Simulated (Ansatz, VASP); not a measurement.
**One calculation of MgCr2Ag2O8, two programs**

```xyz
13
Lattice="6.5202 0.0000 0.0000 0.0000 3.1843 4.5530 0.0000 -3.1843 4.5530" Properties=species:S:1:pos:R:3 pbc="T T T"
Mg    0.0000    0.0000    5.9956
Cr    0.0000    0.0000    3.2799
Cr    3.2601    0.0000    5.8432
Ag    4.8129    0.0000    0.0327
Ag    1.7073    0.0000    0.0327
O     0.0000   -1.3244    4.3824
O     3.2601   -1.3335    4.8788
O     1.8129    0.0000    6.7802
O     5.1961    0.0000    2.3184
O     4.7073    0.0000    6.7802
O     1.3241    0.0000    2.3184
O     3.2601    1.3335    4.8788
O     0.0000    1.3244    4.3824
```

Alike in both runs: task electric field gradients; functional PBE; k mesh 4 × 5 × 5; occupations fermi-dirac, width 0.02 eV; no spin polarisation.

```csv
,VASP,Ansatz
version,VASP 6.6.1,Ansatz 0.2.0
potentials or method,"VASP PAW PBE potentials, release 64 (Mg, Cr_pv, Ag, O)","plane-wave PAW, scalar-relativistic"
plane-wave cutoff (eV),520,420
valence electrons in the cell,96,124
```

|  | VASP | Ansatz | Ansatz less VASP |
| --- | --- | --- | --- |
| gap on the k mesh at the Fermi level (eV) | 1.23 | 1.25 | +0.021 |
| pressure (GPa) | -1.7 | -2.0 | -0.29 |
| traceless stress, the component that is largest in VASP (GPa) | 0.28 | 0.30 | +0.027 |
| rms of the force components (eV/Å) | 0.135 | 0.217 | +0.0819 |
| size of Vzz on the site where it differs most (V/Å²) | 20.5 | 24.7 | +4.17 |

Atom by atom the forces differ by 0.086 eV/Å (rms over components). VASP's potentials hold 96 valence electrons a cell and Ansatz's 124, so a difference there can come from the potentials and not from the codes.
